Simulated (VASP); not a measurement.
A run of VASP 6.6.1 is set up as follows.

File INCAR:

```
SYSTEM = Mo3W
ALGO = Normal
EDIFF = 1E-7
EDIFFG = -0.04
ENCUT = 500
GGA = PE
GGA_COMPAT = .False.
IBRION = 2
ISIF = 3
ISMEAR = 0
LASPH = .True.
LCHARG = .False.
LREAL = .False.
LWAVE = .False.
NELM = 120
NELMIN = 4
NSW = 90
PREC = Accurate
SIGMA = 0.1
```

Contents of KPOINTS:

```
k-points
0
Gamma
  6 6 6
  0 0 0
```

The input POSCAR:

```
Mo3W
1.0
    0.0000000000      3.1689862340      3.1689862340
    3.1689862340      0.0000000000      3.1689862340
    3.1689862340      3.1689862340      0.0000000000
Mo W
3 1
Direct
    0.0000000000      0.0000000000      0.0000000000
    0.2500000000      0.2500000000      0.2500000000
    0.7500000000      0.7500000000      0.7500000000
    0.5000000000      0.5000000000      0.5000000000
```

Potentials or basis: VASP PAW PBE potentials, release 64 (Mo_sv, W_sv).

The run is started by

```console
$ cat potpaw_PBE.64/Mo_sv/POTCAR potpaw_PBE.64/W_sv/POTCAR > POTCAR
$ mpirun -np 1 vasp_std > vasp.out
```

(1) What does it give for the band gap on the k mesh?

Results:

(1) zero (filled and empty bands touch).

Caveat: the relaxation stopped at its first step, so nothing moved; spin-orbit coupling is left out, which moves the levels of the heavy elements.
